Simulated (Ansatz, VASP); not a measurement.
# Ga2PN: VASP beside Ansatz

```
CELL_PARAMETERS angstrom
3.35209 0.00000 0.00000
0.00000 3.35209 0.00000
0.00000 0.00000 4.73268
ATOMIC_POSITIONS crystal
N 0.00000 0.00000 0.00000
Ga 0.00000 0.00000 0.50000
Ga 0.50000 0.50000 0.00000
P 0.50000 0.50000 0.50000
```

Alike in both runs: task single point; functional PBE; k mesh 8 × 8 × 6; occupations fermi-dirac, width 0.02 eV; no spin polarisation.

|  | VASP | Ansatz |
| --- | --- | --- |
| version | VASP 6.6.1 | Ansatz 0.2.0 |
| potentials or method | VASP PAW PBE potentials, release 64 (N, Ga_d, P) | plane waves, PAW |
| plane-wave cutoff (eV) | 520 | 420 |
| valence electrons in the cell | 36 | 36 |

|  | VASP | Ansatz | Ansatz less VASP |
| --- | --- | --- | --- |
| pressure (GPa) | 4.5 | 4.3 | -0.13 |
